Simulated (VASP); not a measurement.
A run of VASP 6.6.1 is set up as follows.

Contents of INCAR:

```
PREC = Accurate
ENCUT = 600
EDIFF = 1E-6
ISMEAR = 0
SIGMA = 0.2
LREAL = F
LASPH = T
NELM = 120
ALGO = Normal
ISIF = 2
LWAVE = F
LCHARG = T
GGA = PE
LELF = T
LVHAR = T
NBANDS = 52
GGA_COMPAT = F
```

The input KPOINTS:

```
Automatic mesh
0
Gamma
  6 4 4
```

POSCAR

```
MgZnS
1.0
    3.6419124339      0.0000000000      0.0000000000
    0.0000000000      7.2838248678      0.0000000000
    0.0000000000      0.0000000000      8.1594203713
Mg Zn S
4 4 4
Direct
    0.5000000000      0.0000000000      0.8284927710
    0.5000000000      0.5000000000      0.8284927710
    0.0000000000      0.2500000000      0.1715072290
    0.0000000000      0.7500000000      0.1715072290
    0.0000000000      0.2500000000      0.5359909422
    0.0000000000      0.7500000000      0.5359909422
    0.5000000000      0.5000000000      0.4640090578
    0.5000000000      0.0000000000      0.4640090578
    0.0000000000      0.2500000000      0.8410113420
    0.0000000000      0.7500000000      0.8410113420
    0.5000000000      0.0000000000      0.1589886580
    0.5000000000      0.5000000000      0.1589886580
```

Potentials or basis: VASP PAW PBE potentials, release 64 (Mg, Zn, S).

Launch:

```sh
$ cat potpaw_PBE.64/Mg/POTCAR potpaw_PBE.64/Zn/POTCAR potpaw_PBE.64/S/POTCAR > POTCAR
$ mpirun -np 1 vasp_std > vasp.out
```

(1) Estimate the band gap on the k mesh.

(2) What does it give for the pressure?

## Answers

(1) zero (bands 40 and 41 overlap by 2.41 eV).

(2) -0.2 GPa.
